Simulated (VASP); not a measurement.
# MgO (Cm) in VASP: notebook

Runs on MgO. Level: PBEsol. Tasks: single point.

Everything below comes from runs of VASP 6.6.1. Logs are shortened: lines on timing, memory, paths and dates and some standing lists are left out, and cuts for length are marked.

## 1. The cell of the first run

The structure is monoclinic, space group Cm (No. 8). The conventional cell has a = 5.961 Å, b = 5.961 Å, c = 4.215 Å, α = 90.00°, β = 90.00°, γ = 90.00°. Mg (site symmetry m) has 6 O at 1.97 to 2.26 Å within 2.6 Å. Within 2.8 Å of Mg (site symmetry m) lie 6 O at 2.11 Å and 1 Mg at 2.77 Å. Within 2.8 Å of Mg (site symmetry 1) lie 6 O at 2.11 Å. Within 2.6 Å of O (site symmetry 1) lie 6 Mg at 1.97 to 2.26 Å. Within 2.7 Å of O (site symmetry m) lie 6 Mg at 2.01 to 2.22 Å. Within 2.8 Å of O (site symmetry m) lie 6 Mg at 2.11 Å.

## 2. Single point, PBEsol (atom 1 (Mg) moved by -0.212 Å along [1 1 0] and -0.106 Å along [0 0 1])

INCAR

```
SYSTEM = MgO
PREC = Accurate
ENCUT = 520
EDIFF = 1E-7
ISMEAR = 0
SIGMA = 0.05
LREAL = .False.
LASPH = .True.
NELM = 100
ALGO = Normal
ISIF = 2
LWAVE = .False.
LCHARG = .False.
GGA = PS
NBANDS = 26
```

KPOINTS

```
Automatic mesh
0
Gamma
  6 6 6
  0 0 0
```

POSCAR

```
MgO
1.0
    4.2149416169      0.0000000000      0.0000000000
    0.0000000000     -4.2149416169      0.0000000000
    0.0000000000      0.0000000000     -4.2149416169
Mg O
4 4
Direct
   -0.0355655312      0.0355655312      0.0251486283
    0.5000000000      0.5000000000      0.0000000000
    0.5000000000      0.0000000000      0.5000000000
    0.0000000000      0.5000000000      0.5000000000
    0.5000000000      0.0000000000      0.0000000000
    0.0000000000      0.5000000000      0.0000000000
    0.0000000000      0.0000000000      0.5000000000
    0.5000000000      0.5000000000      0.5000000000
```

Potentials or basis: VASP PAW PBE potentials, release 64 (Mg, O).

On the command line:

```console
cat potpaw_PBE.64/Mg/POTCAR potpaw_PBE.64/O/POTCAR > POTCAR
mpirun -np 1 vasp_std > vasp.out
```

OUTCAR:

```text
SYSTEM = MgO
   PREC = Accurate
   ENCUT = 520
   EDIFF = 1E-7
   ISMEAR = 0
   LREAL = .False.
   LASPH = .True.
   NELM = 100
   ISIF = 2
   GGA = PS

 ion  position               nearest neighbor table
   1  0.964  0.036  0.025-   5 1.97   6 1.97   7 2.01   7 2.22   5 2.26   6 2.26   2 2.77   4 2.80
                             3 2.80   3 2.96   4 2.96   2 2.99   2 2.99   4 3.02   3 3.02   3 3.17
   2  0.500  0.500  0.000-   5 2.11   6 2.11   8 2.11   8 2.11   5 2.11   6 2.11   1 2.77   4 2.98
                             4 2.98   3 2.98   3 2.98   3 2.98   4 2.98   3 2.98   4 2.98   1 2.99
   3  0.500  0.000  0.500-   5 2.11   7 2.11   8 2.11   5 2.11   8 2.11   7 2.11   1 2.80   1 2.96
                             4 2.98   2 2.98   4 2.98   2 2.98   2 2.98   4 2.98   2 2.98   4 2.98
   4  0.000  0.500  0.500-   6 2.11   7 2.11   8 2.11   6 2.11   7 2.11   8 2.11   1 2.80   1 2.96
                             3 2.98   3 2.98   2 2.98   2 2.98   3 2.98   2 2.98   2 2.98   3 2.98
   5  0.500  0.000  0.000-   1 1.97   2 2.11   3 2.11   3 2.11   2 2.11   1 2.26
   6  0.000  0.500  0.000-   1 1.97   2 2.11   4 2.11   4 2.11   2 2.11   1 2.26
   7  0.000  0.000  0.500-   1 2.01   3 2.11   4 2.11   4 2.11   3 2.11   1 2.22
   8  0.500  0.500  0.500-   2 2.11   3 2.11   4 2.11   2 2.11   3 2.11   4 2.11

  LATTYP: Found a simple cubic cell.
 ALAT       =     4.2149416169

  Lattice vectors:

 A1 = (   4.2149416169,   0.0000000000,   0.0000000000)
 A2 = (   0.0000000000,  -4.2149416169,   0.0000000000)
 A3 = (   0.0000000000,   0.0000000000,  -4.2149416169)

Analysis of symmetry for initial positions (statically):
=====================================================================
 Subroutine PRICEL returns:
 Original cell was already a primitive cell.

 Routine SETGRP: Setting up the symmetry group for a
 simple cubic supercell.

 Subroutine GETGRP returns: Found  2 space group operations
 (whereof  2 operations were pure point group operations)
 out of a pool of 48 trial point group operations.

The static configuration has the point symmetry C_1h.

Analysis of symmetry for dynamics (positions and initial velocities):
=====================================================================
 Subroutine PRICEL returns:
 Original cell was already a primitive cell.

 Routine SETGRP: Setting up the symmetry group for a
 simple cubic supercell.

 Subroutine GETGRP returns: Found  2 space group operations
 (whereof  2 operations were pure point group operations)
 out of a pool of 48 trial point group operations.

The dynamic configuration has the point symmetry C_1h.

 Subroutine INISYM returns: Found  2 space group operations
 (whereof  2 operations are pure point group operations),
 and found     1 'primitive' translations

----------------------------------------------------------------------------------------

                                     Primitive cell

  volume of cell :      74.8815

  direct lattice vectors                    reciprocal lattice vectors
     4.214941617  0.000000000  0.000000000     0.237251210  0.000000000  0.000000000
     0.000000000 -4.214941617  0.000000000     0.000000000 -0.237251210  0.000000000
     0.000000000  0.000000000 -4.214941617     0.000000000  0.000000000 -0.237251210

  length of vectors
     4.214941617  4.214941617  4.214941617     0.237251210  0.237251210  0.237251210

  position of ions in fractional coordinates (direct lattice)
     0.964434469  0.035565531  0.025148628
     0.500000000  0.500000000  0.000000000
     0.500000000  0.000000000  0.500000000
     0.000000000  0.500000000  0.500000000
     0.500000000  0.000000000  0.000000000
     0.000000000  0.500000000  0.000000000
     0.000000000  0.000000000  0.500000000
     0.500000000  0.500000000  0.500000000

  ion indices of the primitive-cell ions
   primitive index   ion index
                 1           1
                 2           2
                 3           3
                 4           4
                 5           5
                 6           6
                 7           7
                 8           8

----------------------------------------------------------------------------------------

 KPOINTS: Automatic mesh

Automatic generation of k-mesh.
 Grid dimensions read from file:
 generate k-points for:    6    6    6

 Generating k-lattice:

  Cartesian coordinates                     Fractional coordinates (reciprocal lattice)
     0.039541868  0.000000000  0.000000000     0.166666667  0.000000000  0.000000000
     0.000000000 -0.039541868  0.000000000     0.000000000  0.166666667  0.000000000
     0.000000000  0.000000000 -0.039541868     0.000000000  0.000000000  0.166666667

  Length of vectors
     0.039541868  0.039541868  0.039541868

  Shift w.r.t. Gamma in fractional coordinates (k-lattice)
     0.000000000  0.000000000  0.000000000

 Subroutine IBZKPT returns following result:
 ===========================================

 Found     68 irreducible k-points:

 Following reciprocal coordinates:
            Coordinates               Weight
  0.000000  0.000000  0.000000      1.000000
  0.166667  0.000000  0.000000      4.000000
  0.000000  0.000000  0.166667      2.000000
  0.333333  0.000000  0.000000      4.000000
  0.000000  0.000000  0.333333      2.000000
  0.500000  0.000000  0.000000      2.000000
[... 16 lines left out ...]
  0.333333  0.000000  0.333333      4.000000
 -0.333333  0.333333  0.000000      2.000000
 [... further k-points ...]
   k-points           NKPTS =     68   k-points in BZ     NKDIM =     68   number of bands    NBANDS=     26
   number of dos      NEDOS =    301   number of ions     NIONS =      8
   total plane-waves  NPLWV =  32768
   dimension x,y,z NGX =    32 NGY =   32 NGZ =   32
   dimension x,y,z NGXF=    64 NGYF=   64 NGZF=   64
   ions per type =               4   4
   NGX,Y,Z   is equivalent  to a cutoff of  12.62, 12.62, 12.62 a.u.
   NGXF,Y,Z  is equivalent  to a cutoff of  25.24, 25.24, 25.24 a.u.
 SYSTEM =  MgO
   PREC   = accura    normal or accurate (medium, high low for compatibility)
   ISTART =      0    job   : 0-new  1-cont  2-samecut
   ICHARG =      2    charge: 1-file 2-atom 10-const
   ISPIN  =      1    spin polarized calculation?
   LNONCOLLINEAR =      F non collinear calculations
   LSORBIT =      F    spin-orbit coupling
   LASPH  =      T    aspherical Exc in radial PAW
   ENCUT  =  520.0 eV  38.22 Ry    6.18 a.u.   7.84  7.84  7.84*2*pi/ulx,y,z
   NELM   =    100;   NELMIN=  2; NELMDL= -5     # of ELM steps
   EDIFF  = 0.1E-06   stopping-criterion for ELM
   LREAL  =      F    real-space projection
   EDIFFG = 0.1E-05   stopping-criterion for IOM
   NSW    =      0    number of steps for IOM
   IBRION =     -1    ionic relax: 0-MD 1-quasi-New 2-CG
   NFREE  =      0    steps in history (QN), initial steepest desc. (CG)
   ISIF   =      2    stress and relaxation
   ISYM   =      2    0-nonsym 1-usesym 2-fastsym
   POTIM  = 0.5000    time-step for ionic-motion
   TEBEG  =    0.0;   TEEND  =   0.0 temperature during run
   PSTRESS=    0.0 pullay stress
   NELECT =      32.0000    total number of electrons
   NUPDOWN=      -1.0000    fix difference up-down
   EMIN   =  10.00;   EMAX   =-10.00  energy-range for DOS
   EFERMI =   0.00;   METHOD = LEGACY
   ISMEAR =     0;   SIGMA  =   0.05  broadening in eV -4-tet -1-fermi 0-gaus
   EFERMI_NEDOS =   21; number of points for ismear=-14 and -15
   IALGO  =     38    algorithm
   IMIX   =      4    mixing-type and parameters
     AMIX     =   0.40;   BMIX     =  1.00
     AMIX_MAG =   1.60;   BMIX_MAG =  1.00
  volume/ion in A,a.u.               =       9.36        63.17
  Fermi-wavevector in a.u.,A,eV,Ry     =   1.233105  2.330230 20.688298  1.520547
  Thomas-Fermi vector in A             =   2.367848
   LORBIT       =      0    0 simple, 1 ext, 2 COOP (PROOUT), +10 PAW based schemes
   GGA     = PS    functional components
   LHFCALC =     F    Hartree Fock is set to
   AEXX    =    0.0000 exact exchange contribution
   IVDW    =     0    specifies the selected vdW correction
   LEPSILON=     F    determine dielectric tensor
   LRPA    =     F    only Hartree local field effects (RPA)
 non-spin polarized calculation
 Gauss-broadening in eV      SIGMA  =   0.05
  energy-cutoff  :      520.00
  volume of cell :       74.88
 maximum number of plane-waves:      2040
   NGX = 15   NGY = 15   NGZ = 15

 number of electron      31.9999987 magnetization

 Free energy of the ion-electron system (eV)
  ---------------------------------------------------
  ext. energy  EPLUGINS =         0.00000000
  ---------------------------------------------------
  free energy    TOTEN  =       -49.77332564 eV

  energy without entropy =      -49.77332564  energy(sigma->0) =      -49.77332564

 E-fermi :   3.3078     XC(G=0): -11.2933

 val. band max:        3.0469521196   @ k =   0.0000   0.0000   0.0000
 cond. band min:       7.6486152914   @ k =   0.0000   0.0000   0.0000
 fundamental gap:      4.6016631718
 Fermi energy:         3.3078155310

 k-point     1 :       0.0000    0.0000    0.0000
  band No.  band energies     occupation
      1     -14.1568      2.00000
      2     -12.5957      2.00000
      3     -12.5947      2.00000
      4     -12.5716      2.00000
      5      -1.1039      2.00000
      6      -1.0805      2.00000
[... 18 lines left out ...]
     25      16.0001      0.00000
     26      16.0291      0.00000

 k-point     2 :       0.1667    0.0000    0.0000
  band No.  band energies     occupation
      1     -14.0577      2.00000
      2     -12.6993      2.00000
      3     -12.5819      2.00000
      4     -12.5653      2.00000
      5      -0.9670      2.00000
      6      -0.9438      2.00000
[... 18 lines left out ...]
     25      15.8629      0.00000
[... 608 lines left out ...]
     25      15.4091      0.00000
     26      16.2587      0.00000

 k-point    24 :      -0.3333    0.3333    0.0000
  band No.  band energies     occupation
      1     -13.4677      2.00000
      2     -12.8526      2.00000
      3     -12.8390      2.00000
      4     -12.6162      2.00000
      5      -0.5386      2.00000
      6      -0.5358      2.00000
[... 18 lines left out ...]
     25      15.3896      0.00000
     26      16.3477      0.00000

 [... further k-points ...]
[... 5 lines left out ...]
  --------------------------------------------------------------------------------------
  -------------------------------------------------------------------------------------
  Total        0.6413420      0.6413420      0.2000171     -0.0351339     -0.0197891     -0.0197891
  in kB       13.7222587     13.7222587      4.2795975     -0.7517296     -0.4234103     -0.4234101
  external PRESSURE =      10.5747050 kB  Pullay stress =       0.0000000 kB

 VOLUME and BASIS-vectors are now :
 -----------------------------------------------------------------------------
  energy-cutoff  :      520.00
  volume of cell :       74.88
      direct lattice vectors                 reciprocal lattice vectors
     4.214941617  0.000000000  0.000000000     0.237251210  0.000000000  0.000000000
     0.000000000 -4.214941617  0.000000000     0.000000000 -0.237251210  0.000000000
     0.000000000  0.000000000 -4.214941617     0.000000000  0.000000000 -0.237251210

 POSITION                                       TOTAL-FORCE (eV/Angst)
 -----------------------------------------------------------------------------------
      4.06503     -0.14991     -0.10600         1.511907      1.511907      1.001139
      2.10747     -2.10747      0.00000        -0.402210     -0.402210      0.085882
      2.10747      0.00000     -2.10747        -0.389074      0.118257     -0.282297
      0.00000     -2.10747     -2.10747         0.118257     -0.389074     -0.282297
      2.10747      0.00000      0.00000        -0.479737     -0.195255     -0.137008
      0.00000     -2.10747      0.00000        -0.195255     -0.479737     -0.137008
      0.00000      0.00000     -2.10747        -0.210033     -0.210033     -0.281936
      2.10747     -2.10747     -2.10747         0.046146      0.046146      0.033523
 -----------------------------------------------------------------------------------
    total drift:                                0.000255      0.000255      0.000111

  FREE ENERGIE OF THE ION-ELECTRON SYSTEM (eV)
  ---------------------------------------------------
  free  energy   TOTEN  =       -49.7733256359 eV

  energy  without entropy=      -49.7733256359  energy(sigma->0) =      -49.77332564
```

Run time: 37 s. Hardware: 1 thread of Intel Xeon 6975P-C (Granite Rapids), shared host; peak memory 0.24 GiB.

Results:

```
Free energy            : -49.7733 eV
Pressure               : 1.1 GPa
Largest force          : 2.361 eV/Å
Band gap on the k mesh : 4.60 eV, direct
```

Forces on the atoms (eV/Å):
```
Mg   1.512  1.512  1.001
Mg  -0.402 -0.402  0.086
Mg  -0.389  0.118 -0.282
Mg   0.118 -0.389 -0.282
O   -0.480 -0.195 -0.137
O   -0.195 -0.480 -0.137
O   -0.210 -0.210 -0.282
O    0.046  0.046  0.034
```

Caveat: the cell differs from its parent crystal (atom 1 (Mg) moved by -0.212 Å along [1 1 0] and -0.106 Å along [0 0 1]); the PAW data sets were made with another functional, which shifts forces and pressure a little.

[end of part 1 of 2]
